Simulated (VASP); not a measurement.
# Al (P6_3/mmc) in VASP: a series of runs

Runs on Al. Level: LDA. Tasks: single point.

All numbers are computed with VASP 6.6.1; they aren't measurements. Logs are shortened: lines on timing, memory, paths and dates and some standing lists are left out, and cuts for length are marked.

### 1 The cell of the first run

Symmetry: P6_3/mmc, No. 194, hexagonal system. The conventional cell has a = 2.575 Å, b = 2.575 Å, c = 8.454 Å, α = 90.00°, β = 90.00°, γ = 120.00°. Al (site symmetry -3m) has 12 Al at 2.58 Å within 3.4 Å. Within 3.4 Å of Al (site symmetry -6m2) lie 12 Al at 2.58 Å.

### 2 Single point, LDA

Contents of INCAR:

```
SYSTEM = Al
ALGO = Normal ; EDIFF = 1E-6
ENCUT = 520 ; GGA = CA
ISIF = 2 ; ISMEAR = 0
LASPH = .TRUE. ; LCHARG = .FALSE.
LREAL = .FALSE. ; LWAVE = .FALSE.
NBANDS = 14 ; NELM = 60
PREC = Accurate ; SIGMA = 0.15
```

Contents of KPOINTS:

```
k-points
0
G
  9 9 3
  0 0 0
```

Contents of POSCAR:

```
Al
1.0
    2.5751340111      0.0000000000      0.0000000000
   -1.2875670055      2.2301314718      0.0000000000
    0.0000000000      0.0000000000      8.4543747928
Al
4
Direct
    0.0000000000      0.0000000000      0.0000000000
    0.0000000000      0.0000000000      0.5000000000
    0.3333333333      0.6666666667      0.2500000000
    0.6666666667      0.3333333333      0.7500000000
```

Potentials or basis: VASP PAW LDA potentials, release 64 (Al).

On the command line:

```console
cat potpaw_LDA.64/Al/POTCAR > POTCAR
mpirun -np 1 vasp_std > vasp.out
```

OUTCAR:

```text
SYSTEM = Al
   EDIFF = 1E-6
   ENCUT = 520
   GGA = CA
   ISIF = 2
   ISMEAR = 0
   LASPH = .TRUE.
   LREAL = .FALSE.
   NELM = 60
   PREC = Accurate

 ion  position               nearest neighbor table
   1  0.000  0.000  0.000-   3 2.58   4 2.58   4 2.58   3 2.58   4 2.58   3 2.58
   2  0.000  0.000  0.500-   3 2.58   4 2.58   4 2.58   3 2.58   4 2.58   3 2.58
   3  0.333  0.667  0.250-   1 2.58   2 2.58   1 2.58   2 2.58   1 2.58   2 2.58
   4  0.667  0.333  0.750-   1 2.58   2 2.58   1 2.58   2 2.58   1 2.58   2 2.58

  LATTYP: Found a hexagonal cell.
 ALAT       =     2.5751340111
 C/A-ratio  =     3.2830814848

  Lattice vectors:

 A1 = (   2.5751340111,   0.0000000000,   0.0000000000)
 A2 = (  -1.2875670055,   2.2301314718,   0.0000000000)
 A3 = (   0.0000000000,   0.0000000000,   8.4543747928)

Analysis of symmetry for initial positions (statically):
=====================================================================
 Subroutine PRICEL returns:
 Original cell was already a primitive cell.

 Routine SETGRP: Setting up the symmetry group for a
 hexagonal supercell.

 Subroutine GETGRP returns: Found 24 space group operations
 (whereof 12 operations were pure point group operations)
 out of a pool of 24 trial point group operations.

The static configuration has the point symmetry D_3d.
 The point group associated with its full space group is D_6h.

Analysis of symmetry for dynamics (positions and initial velocities):
=====================================================================
 Subroutine PRICEL returns:
 Original cell was already a primitive cell.

 Routine SETGRP: Setting up the symmetry group for a
 hexagonal supercell.

 Subroutine GETGRP returns: Found 24 space group operations
 (whereof 12 operations were pure point group operations)
 out of a pool of 24 trial point group operations.

The dynamic configuration has the point symmetry D_3d.
 The point group associated with its full space group is D_6h.

 Subroutine INISYM returns: Found 24 space group operations
 (whereof 12 operations are pure point group operations),
 and found     1 'primitive' translations

----------------------------------------------------------------------------------------

                                     Primitive cell

  volume of cell :      48.5525

  direct lattice vectors                    reciprocal lattice vectors
     2.575134011  0.000000000  0.000000000     0.388329305  0.224202029  0.000000000
    -1.287567005  2.230131472  0.000000000     0.000000000  0.448404057  0.000000000
     0.000000000  0.000000000  8.454374793     0.000000000  0.000000000  0.118281958

  length of vectors
     2.575134011  2.575134011  8.454374793     0.448404057  0.448404057  0.118281958

  position of ions in fractional coordinates (direct lattice)
     0.000000000  0.000000000  0.000000000
     0.000000000  0.000000000  0.500000000
     0.333333333  0.666666667  0.250000000
     0.666666667  0.333333333  0.750000000

  ion indices of the primitive-cell ions
   primitive index   ion index
                 1           1
                 2           2
                 3           3
                 4           4

----------------------------------------------------------------------------------------

 KPOINTS: k-points

Automatic generation of k-mesh.
 Grid dimensions read from file:
 generate k-points for:    9    9    3

 Generating k-lattice:

  Cartesian coordinates                     Fractional coordinates (reciprocal lattice)
     0.043147701  0.024911337  0.000000000     0.111111111 -0.000000000  0.000000000
     0.000000000  0.049822673  0.000000000     0.000000000  0.111111111  0.000000000
     0.000000000  0.000000000  0.039427319     0.000000000  0.000000000  0.333333333

  Length of vectors
     0.049822673  0.049822673  0.039427319

  Shift w.r.t. Gamma in fractional coordinates (k-lattice)
     0.000000000  0.000000000  0.000000000

 Subroutine IBZKPT returns following result:
 ===========================================

 Found     24 irreducible k-points:

 Following reciprocal coordinates:
            Coordinates               Weight
  0.000000  0.000000  0.000000      1.000000
  0.111111 -0.000000  0.000000      6.000000
  0.222222 -0.000000  0.000000      6.000000
  0.333333  0.000000  0.000000      6.000000
  0.444444 -0.000000  0.000000      6.000000
  0.111111  0.111111  0.000000      6.000000
[... 16 lines left out ...]
  0.333333  0.222222  0.333333     24.000000
  0.333333  0.333333  0.333333      4.000000
   k-points           NKPTS =     24   k-points in BZ     NKDIM =     24   number of bands    NBANDS=     14
   number of dos      NEDOS =    301   number of ions     NIONS =      4
   total plane-waves  NPLWV =  25600
   dimension x,y,z NGX =    20 NGY =   20 NGZ =   64
   dimension x,y,z NGXF=    40 NGYF=   40 NGZF=  128
   ions per type =               4
   NGX,Y,Z   is equivalent  to a cutoff of  12.91, 12.91, 12.58 a.u.
   NGXF,Y,Z  is equivalent  to a cutoff of  25.82, 25.82, 25.17 a.u.
 SYSTEM =  Al
   PREC   = accura    normal or accurate (medium, high low for compatibility)
   ISTART =      0    job   : 0-new  1-cont  2-samecut
   ICHARG =      2    charge: 1-file 2-atom 10-const
   ISPIN  =      1    spin polarized calculation?
   LNONCOLLINEAR =      F non collinear calculations
   LSORBIT =      F    spin-orbit coupling
   LASPH  =      T    aspherical Exc in radial PAW
   ENCUT  =  520.0 eV  38.22 Ry    6.18 a.u.   4.79  4.79 15.72*2*pi/ulx,y,z
   NELM   =     60;   NELMIN=  2; NELMDL= -5     # of ELM steps
   EDIFF  = 0.1E-05   stopping-criterion for ELM
   LREAL  =      F    real-space projection
   EDIFFG = 0.1E-04   stopping-criterion for IOM
   NSW    =      0    number of steps for IOM
   IBRION =     -1    ionic relax: 0-MD 1-quasi-New 2-CG
   NFREE  =      0    steps in history (QN), initial steepest desc. (CG)
   ISIF   =      2    stress and relaxation
   ISYM   =      2    0-nonsym 1-usesym 2-fastsym
   POTIM  = 0.5000    time-step for ionic-motion
   TEBEG  =    0.0;   TEEND  =   0.0 temperature during run
   PSTRESS=    0.0 pullay stress
   NELECT =      12.0000    total number of electrons
   NUPDOWN=      -1.0000    fix difference up-down
   EMIN   =  10.00;   EMAX   =-10.00  energy-range for DOS
   EFERMI =   0.00;   METHOD = LEGACY
   ISMEAR =     0;   SIGMA  =   0.15  broadening in eV -4-tet -1-fermi 0-gaus
   EFERMI_NEDOS =   21; number of points for ismear=-14 and -15
   IALGO  =     38    algorithm
   IMIX   =      4    mixing-type and parameters
     AMIX     =   0.40;   BMIX     =  1.00
     AMIX_MAG =   1.60;   BMIX_MAG =  1.00
  volume/ion in A,a.u.               =      12.14        81.91
  Fermi-wavevector in a.u.,A,eV,Ry     =   1.027380  1.941468 14.361094  1.055511
  Thomas-Fermi vector in A             =   2.161322
   LORBIT       =      0    0 simple, 1 ext, 2 COOP (PROOUT), +10 PAW based schemes
   GGA     = CA    functional components
   LHFCALC =     F    Hartree Fock is set to
   AEXX    =    0.0000 exact exchange contribution
   IVDW    =     0    specifies the selected vdW correction
   LEPSILON=     F    determine dielectric tensor
   LRPA    =     F    only Hartree local field effects (RPA)
 non-spin polarized calculation
 Gauss-broadening in eV      SIGMA  =   0.15
  energy-cutoff  :      520.00
  volume of cell :       48.55
 maximum number of plane-waves:      1315
 NGX is ok and might be reduce to    20
   NGX =  9   NGY =  9   NGZ = 31

 number of electron      12.0000000 magnetization

 Free energy of the ion-electron system (eV)
  ---------------------------------------------------
  ext. energy  EPLUGINS =         0.00000000
  ---------------------------------------------------
  free energy    TOTEN  =       -15.24333668 eV

  energy without entropy =      -15.22643732  energy(sigma->0) =      -15.23488700

 E-fermi :  11.2413     XC(G=0): -11.5317

 val. band max:       11.1820973069   @ k =   0.3333   0.2222   0.3333
 cond. band min:      11.2867724542   @ k =   0.2222   0.2222   0.3333
 fundamental gap:      0.1046751474
 Fermi energy:        11.2412906959

 k-point     1 :       0.0000    0.0000    0.0000
  band No.  band energies     occupation
      1      -2.0020      2.00000
      2       0.0260      2.00000
      3       0.0500      2.00000
      4       5.5070      2.00000
      5       6.4529      2.00000
      6      15.3223      0.00000
      7      15.3467      0.00000
      8      24.2054      0.00000
      9      24.2054      0.00000
     10      24.4515      0.00000
     11      24.4515      0.00000
     12      25.1097      0.00000
     13      25.1113      0.00000
     14      25.2595      0.00000

 k-point     2 :       0.1111   -0.0000    0.0000
  band No.  band energies     occupation
      1      -1.6371      2.00000
      2       0.3835      2.00000
      3       0.4076      2.00000
      4       5.8347      2.00000
      5       6.7960      2.00000
      6      15.5577      0.00000
      7      15.6095      0.00000
      8      20.0027      0.00000
      9      21.3475      0.00000
     10      21.5223      0.00000
     11      22.1265      0.00000
     12      23.4622      0.00000
     13      23.6619      0.00000
     14      23.6948      0.00000
[... 343 lines left out ...]
      1       4.9106      2.00000
      2       5.5329      2.00000
      3       7.6680      2.00000
      4       7.8990      2.00000
      5       8.9545      2.00000
      6       9.8280      2.00000
      7      10.6763      2.00000
      8      11.1821      1.42321
      9      12.3060      0.00000
     10      13.2148      0.00000
     11      14.6330      0.00000
     12      15.9323      0.00000
     13      16.5129      0.00000
     14      18.3378      0.00000

 k-point    24 :       0.3333    0.3333    0.3333
  band No.  band energies     occupation
      1       7.4582      2.00000
      2       7.4582      2.00000
      3       7.5963      2.00000
      4       8.0359      2.00000
      5       8.2096      2.00000
      6       8.2096      2.00000
      7      10.6523      2.00000
      8      10.6523      2.00000
      9      11.7047      0.00001
     10      13.1350      0.00000
     11      13.3100      0.00000
     12      13.3100      0.00000
     13      18.0073      0.00000
     14      18.0073      0.00000

------------------------ aborting loop because EDIFF is reached ----------------------------------------

  FORCE on cell =-STRESS in cart. coord.  units (eV):
  Direction    XX          YY          ZZ          XY          YZ          ZX
  --------------------------------------------------------------------------------------
  -------------------------------------------------------------------------------------
  Total       12.2399828     12.2399828     12.2367346      0.0000000     -0.0000000      0.0000000
  in kB      403.9053374    403.9053374    403.7981501      0.0000000     -0.0000000      0.0000000
  external PRESSURE =     403.8696083 kB  Pullay stress =       0.0000000 kB

 VOLUME and BASIS-vectors are now :
 -----------------------------------------------------------------------------
  energy-cutoff  :      520.00
  volume of cell :       48.55
      direct lattice vectors                 reciprocal lattice vectors
     2.575134011  0.000000000  0.000000000     0.388329305  0.224202029  0.000000000
    -1.287567005  2.230131472  0.000000000     0.000000000  0.448404057  0.000000000
     0.000000000  0.000000000  8.454374793     0.000000000  0.000000000  0.118281958

 POSITION                                       TOTAL-FORCE (eV/Angst)
 -----------------------------------------------------------------------------------
      0.00000      0.00000      0.00000        -0.000000      0.000000      0.000000
      0.00000      0.00000      4.22719        -0.000000      0.000000      0.000000
     -0.00000      1.48675      2.11359         0.000000     -0.000000     -0.000000
      1.28757      0.74338      6.34078        -0.000000      0.000000     -0.000000
 -----------------------------------------------------------------------------------
    total drift:                               -0.000000      0.000000     -0.000000

  FREE ENERGIE OF THE ION-ELECTRON SYSTEM (eV)
  ---------------------------------------------------
  free  energy   TOTEN  =       -15.2433366797 eV

  energy  without entropy=      -15.2264373203  energy(sigma->0) =      -15.23488700
```

Run time: 4.9 s. Hardware: 1 thread of Intel Xeon 6975P-C (Granite Rapids), shared host; peak memory 0.13 GiB.

Results:

```
Free energy            : -15.2433 eV
Pressure               : 40.4 GPa
Band gap on the k mesh : zero (band 6 reaches 15.76 eV, above the bottom of band 7 at 9.89 eV)
```

Levels at points of the mesh, in eV from the Fermi level:
```csv
k point,band 2,band 3,band 4,band 5,band 6,band 7,band 8,band 9
"(0.00, 0.00, 0.00)",-11.22,-11.19,-5.73,-4.79,4.08,4.11,12.96,12.96
```

### 3 Single point, LDA

This run uses another cell than the first one, of 12.71 Å³/atom, 1.047 times its volume.

Contents of INCAR:

```
SYSTEM = Al
ALGO = Normal
EDIFF = 1E-6
ENCUT = 520
ISIF = 2
ISMEAR = 0
LASPH = .True.
LCHARG = .True.
LELF = .True.
LREAL = .False.
LVHAR = .True.
LWAVE = .False.
NBANDS = 14
NELM = 60
PREC = Accurate
SIGMA = 0.15
```

Contents of KPOINTS:

```
k-points
0
Gamma
  9 9 3
  0 0 0
```

Contents of POSCAR:

```
Al
1.0
    2.6141143900      0.0000000000      0.0000000000
   -1.3070571950      2.2638894701      0.0000000000
    0.0000000000      0.0000000000      8.5879114239
Al
4
Direct
    0.0000000000      0.0000000000      0.0000000000
    0.0000000000      0.0000000000      0.5000000000
    0.3333333333      0.6666666667      0.2500000000
    0.6666666667      0.3333333333      0.7500000000
```

Potentials or basis: VASP PAW LDA potentials, release 64 (Al).

On the command line:

```console
cat potpaw_LDA.64/Al/POTCAR > POTCAR
mpirun -np 1 vasp_std > vasp.out
```

Run time: 5.4 s. Hardware: 1 thread of Intel Xeon 6975P-C (Granite Rapids), shared host; peak memory 0.14 GiB.

It converged, with:

```yaml
Free_energy: -15.7422 eV
Pressure: 30.3 GPa
Band_gap_on_the_k_mesh: zero (band 6 reaches 15.09 eV, above the bottom of band 7 at 9.33 eV)
```

Levels at points of the mesh, in eV from the Fermi level:
```
           k point  band 1  band 2  band 3  band 4  band 5  band 6  band 7  band 8  band 9  band 10
(0.00, 0.00, 0.00)  -12.91  -10.94  -10.92   -5.56   -4.75    3.95    3.97   12.67   12.67    12.84
```

### 4 Single point, LDA

This run uses another cell than the first one, of 13.42 Å³/atom, 1.105 times its volume.

Contents of INCAR:

```
SYSTEM = Al
PREC = Accurate
ENCUT = 520
EDIFF = 1E-6
ISMEAR = 0
SIGMA = 0.15
LREAL = .FALSE.
LASPH = .TRUE.
NELM = 100
ALGO = Normal
ISIF = 2
LWAVE = .FALSE.
LCHARG = .FALSE.
GGA = CA
NBANDS = 14
```

Contents of KPOINTS:

```
Automatic mesh
0
G
  9 9 3
  0 0 0
```

Contents of POSCAR:

```
Al
1.0
    2.6608603558      0.0000000000      0.0000000000
   -1.3304301779      2.3043726640      0.0000000000
    0.0000000000      0.0000000000      8.7525706284
Al
4
Direct
    0.0000000000      0.0000000000      0.0000000000
    0.0000000000      0.0000000000      0.5000000000
    0.3333333333      0.6666666667      0.2500000000
    0.6666666667      0.3333333333      0.7500000000
```

On the command line:

```console
cat potpaw_LDA.64/Al/POTCAR > POTCAR
mpirun -np 1 vasp_std > vasp.out
```

Wall time 5.4 s (1 thread of Intel Xeon 6975P-C (Granite Rapids), shared host); peak memory 0.14 GiB.

Results (log left out):

```
Free energy            : -16.1871 eV
Pressure               : 20.2 GPa
Band gap on the k mesh : zero (band 6 reaches 14.30 eV, above the bottom of band 7 at 8.68 eV)
```

Levels at points of the mesh, in eV from the Fermi level:
```
           k point  band 3  band 4  band 5  band 6  band 7  band 8
(0.00, 0.00, 0.00)  -10.60   -5.36   -4.70    3.78    3.80   12.33
```

### 5 The runs side by side

```tsv
cell	gap on the mesh (eV)	pressure (GPa)
a = 2.575, b = 2.575, c = 8.454 Å, angles 90.0, 90.0, 120.0°, 4 atoms	none	40.4
a = 2.614, b = 2.614, c = 8.588 Å, angles 90.0, 90.0, 120.0°, 4 atoms	none	30.3
a = 2.661, b = 2.661, c = 8.753 Å, angles 90.0, 90.0, 120.0°, 4 atoms	none	20.2
```

Alike in all rows: task single point; level LDA; potentials or basis VASP PAW LDA potentials, release 64 (Al); no spin polarisation; k mesh 9 × 9 × 3; cutoff (eV) 520; smearing gaussian 0.15 eV.

Absolute energies hang on the potentials; compare differences alone.
